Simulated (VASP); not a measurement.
Write the native input for VASP 6.6.1 that does the following.

```yaml
Task: relaxation of cell and atoms
Functional: PBE
Potentials_or_basis: VASP PAW PBE potentials, release 64 (Ga_d, P)
Cutoff: 600 eV
k_mesh: 4 × 4 × 4
Occupations: gaussian, width 0.1 eV
Spin: no spin polarisation
Dipole_correction: no
Further_INCAR_settings: ALGO = Normal; EDIFF = 1e-06; IBRION = 2; EDIFFG = -0.04; NSW = 90; ISIF = 3
```

The structure of GaP2 lies in POSCAR:

```
GaP2
1.0
    3.7908526500      0.0000000000      0.0000000000
    0.0000000000      3.7908526500      0.0000000000
    0.0000000000      0.0000000000      3.8332032100
Ga P
1 2
Direct
    0.0000000000      0.0000000000      0.0000000000
    0.5000000000      0.0000000000      0.7413226400
    0.0000000000      0.5000000000      0.2586773600
```

The input as run:

INCAR

```
SYSTEM = GaP2
PREC = Accurate
ENCUT = 600
EDIFF = 1E-6
ISMEAR = 0
SIGMA = 0.1
LREAL = .FALSE.
LASPH = .TRUE.
NELM = 60
ALGO = Normal
ISIF = 3
LWAVE = .FALSE.
LCHARG = .FALSE.
GGA = PE
IBRION = 2
NSW = 90
EDIFFG = -0.04
```

KPOINTS

```
Automatic mesh
0
G
  4 4 4
  0 0 0
```

Potentials or basis: VASP PAW PBE potentials, release 64 (Ga_d, P).

Command:

```bash
$ cat potpaw_PBE.64/Ga_d/POTCAR potpaw_PBE.64/P/POTCAR > POTCAR
$ mpirun -np 1 vasp_std > vasp.out
```

Results of the run:

```
Relaxed volume                         : 17.79 Å³/atom
Relaxed cell                           : a = 3.619 Å, b = 3.619 Å, c = 4.073 Å, α = 90.00°, β = 90.00°, γ = 90.00°
Space group after relaxing (to 0.05 Å) : P-4m2 (No. 115)
Energy gained by relaxing              : 805.1 meV/atom
Ionic steps                            : 23
Pressure after relaxing                : 0.1 GPa
Largest force after relaxing           : 0.004 eV/Å
```

Caveat: the k points lie up to 0.43 Å⁻¹ apart in the final cell.

It took 2 min on 1 thread of Intel(R) Xeon(R) 6975P-C (Granite Rapids) (shared host), peak memory 0.18 GiB.
